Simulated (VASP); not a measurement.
Wanted: the native input for a VASP 6.6.1 run.

| Quantity | Value |
| --- | --- |
| Task | single point |
| Functional | PBEsol |
| Potentials or basis | VASP PAW PBE potentials, release 64 (C) |
| Cutoff | 600 eV |
| k mesh | 8 × 8 × 8 |
| Occupations | gaussian, width 0.1 eV |
| Spin | no spin polarisation |
| Dipole correction | no |
| Further INCAR settings | ALGO = Normal; EDIFF = 1e-06; NBANDS = 8 |

The structure of C lies in POSCAR:

```
C
1.0
    2.2520393339      0.0000000000      0.0000000000
    0.0000000000      2.2520393339      0.0000000000
    0.0000000000      0.0000000000      2.2520393339
C
1
Direct
    0.0000000000      0.0000000000      0.0000000000
```

One way to write it, as run:

INCAR

```
SYSTEM = C
ALGO = Normal ; EDIFF = 1E-6
ENCUT = 600 ; GGA = PS
GGA_COMPAT = .False. ; ISIF = 2
ISMEAR = 0 ; LASPH = .True.
LCHARG = .False. ; LREAL = .False.
LWAVE = .False. ; NBANDS = 8
NELM = 120 ; PREC = Accurate
SIGMA = 0.1
```

KPOINTS

```
k-points
0
Gamma
  8 8 8
  0 0 0
```

Potentials or basis: VASP PAW PBE potentials, release 64 (C).

The run is started by

```console
$ cat potpaw_PBE.64/C/POTCAR > POTCAR
$ mpirun -np 1 vasp_std > vasp.out
```

It gave:

```json
{
  "Pressure": "-48.6 GPa",
  "Band gap on the k mesh": "zero (bands 2 and 3 overlap by 7.44 eV)"
}
```

Caveat: the cell stands under tension; the PAW data sets were made with another functional, which shifts forces and pressure a little.

Run time: 4.4 s on 1 thread of Intel Xeon 8259CL, on a shared host, peak memory 0.11 GiB.
